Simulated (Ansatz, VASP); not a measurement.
## Re: VASP beside Ansatz

Contents of INCAR:

```
SYSTEM = Re
PREC     = Accurate       ! precision mode
ENCUT    = 520            ! plane-wave cutoff, eV
EDIFF    = 1E-7           ! SCF threshold, eV
ISMEAR   = -1             ! smearing method
SIGMA    = 0.1            ! smearing width, eV
LREAL    = .FALSE.        ! projectors in reciprocal space
LASPH    = .TRUE.         ! aspherical terms in the spheres
NELM     = 60             ! most SCF steps
ALGO     = Normal         ! electronic algorithm
ISIF     = 2              ! what is computed and relaxed
LWAVE    = .FALSE.        ! write WAVECAR
LCHARG   = .FALSE.        ! write CHGCAR
GGA      = CA             ! functional
NBANDS   = 10             ! bands
```

Contents of KPOINTS:

```
Automatic mesh
0
G
  16 16 16
  0 0 0
```

File POSCAR:

```
Re
1.0
   -1.5347531587      1.5347531587      1.5347531587
    1.5347531587     -1.5347531587      1.5347531587
    1.5347531587      1.5347531587     -1.5347531587
Re
1
Direct
    0.0000000000      0.0000000000      0.0000000000
```

Input for Ansatz:

```yaml
crystal:
  lattice:
    - [-1.5347531587, 1.5347531587, 1.5347531587]
    - [1.5347531587, -1.5347531587, 1.5347531587]
    - [1.5347531587, 1.5347531587, -1.5347531587]
  atoms:
    - { symbol: Re, position: [0.0, 0.0, 0.0] }
hamiltonian:
  xc: lda
  pseudopotentials:
    kind: paw
    azcp:
      Re: "pseudopotentials/Re.paw.azcp"
basis:
  ecutwfc: 420
  fft_grid_basis: typed
kpoints:
  mp_grid: { grid: [16, 16, 16], shift: [0, 0, 0] }
magnetization:
  spin_polarized: false
scf:
  occupations: { method: fermi_dirac, width: 0.1 }
  lower_state_search: "off"
output:
  stress: true
```

Alike in both runs: task single point; functional LDA; k mesh 16 × 16 × 16; occupations fermi-dirac, width 0.1 eV; no spin polarisation.

```csv
,VASP,Ansatz
version,VASP 6.6.1,Ansatz 0.2.0
potentials or method,"VASP PAW LDA potentials, release 64 (Re), cutoff 520 eV","plane waves (420 eV) with PAW, scalar-relativistic"
valence electrons in the cell,7,15
```

Ansatz gave:

```
pressure (GPa) : 0.4
```

Problem. Estimate VASP's values.

Solution. Pressure (GPa): 1.8.

Ansatz warns that its potentials were made for another functional, while VASP's fit it. LDA's correlation is that of Perdew and Zunger in VASP and of Perdew and Wang (1992) in Ansatz. VASP's potentials hold 7 valence electrons a cell and Ansatz's 15, so a difference there can come from the potentials and not from the codes.

Neither program's run includes spin-orbit coupling.
